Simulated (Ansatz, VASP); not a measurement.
**One calculation of As3Ru, two programs**

INCAR

```
SYSTEM = As3Ru
  PREC = Accurate
  ENCUT = 600
  EDIFF = 1E-6
  ISMEAR = 0
  SIGMA = 0.1
  LREAL = .FALSE.
  LASPH = .TRUE.
  NELM = 100
  ALGO = Normal
  ISIF = 3
  LWAVE = .FALSE.
  LCHARG = .FALSE.
  GGA = PE
  IBRION = 2
  NSW = 100
  EDIFFG = -0.01
```

KPOINTS

```
Automatic mesh
0
G
  9 9 8
  0 0 0
```

POSCAR

```
As3Ru
1.0
    6.3031377806      0.0000000000      0.0000000000
   -3.1515688903      5.4586774415      0.0000000000
    0.0000000000      0.0000000000      4.2819591951
As Ru
6 2
Direct
    0.8061670852      0.6123341704      0.2500000000
    0.1938329148      0.8061670852      0.7500000000
    0.3876658296      0.1938329148      0.2500000000
    0.1938329148      0.3876658296      0.7500000000
    0.8061670852      0.1938329148      0.2500000000
    0.6123341704      0.8061670852      0.7500000000
    0.3333333333      0.6666666667      0.2500000000
    0.6666666667      0.3333333333      0.7500000000
```

Input for Ansatz:

```yaml
crystal:
  lattice:
    - [6.3031377806, 0.0, 0.0]
    - [-3.1515688903, 5.4586774415, 0.0]
    - [0.0, 0.0, 4.2819591951]
  atoms:
    - { symbol: As, position: [0.8061670852, 0.6123341704, 0.25] }
    - { symbol: As, position: [0.1938329148, 0.8061670852, 0.75] }
    - { symbol: As, position: [0.3876658296, 0.1938329148, 0.25] }
    - { symbol: As, position: [0.1938329148, 0.3876658296, 0.75] }
    - { symbol: As, position: [0.8061670852, 0.1938329148, 0.25] }
    - { symbol: As, position: [0.6123341704, 0.8061670852, 0.75] }
    - { symbol: Ru, position: [0.3333333333, 0.6666666667, 0.25] }
    - { symbol: Ru, position: [0.6666666667, 0.3333333333, 0.75] }
basis:
  ecutwfc: 420
kpoints:
  mp_grid: { grid: [9, 9, 8] }
hamiltonian:
  xc: pbe
scf:
  occupations: { method: gaussian, width: 0.1 }
output:
  forces: true
  stress: true
  eigenvalues: true
relax:
  adjacent_minimum: "off"
  f_tol: 0.01
  max_steps: 80
  cell: { stress_tol: 0.05 }
```

Alike in both runs: task relaxation of cell and atoms; functional PBE; k mesh 9 × 9 × 8; occupations gaussian, width 0.1 eV; no spin polarisation.

```csv
,VASP,Ansatz
version,VASP 6.6.1,Ansatz 0.2.0
potentials or method,"VASP PAW PBE potentials, release 64 (As, Ru_pv), cutoff 600 eV","scalar-relativistic, plane waves, PAW"
valence electrons in the cell,58,122
```

VASP gave:

- gap on the k mesh at the Fermi level, each at its own relaxed structure (eV): none
- relaxed volume (Å³/atom): 19.25
- relaxed cell length with the largest relative difference (Å): 4.123

What did Ansatz give for the same quantities?

gap on the k mesh at the Fermi level, each at its own relaxed structure (eV): none; relaxed volume (Å³/atom): 19.17; relaxed cell length with the largest relative difference (Å): 4.150.

A gap of «none» marks a metal or a gap that the smearing closes. VASP's potentials hold 58 valence electrons a cell and Ansatz's 122, so a difference there can come from the potentials and not from the codes.
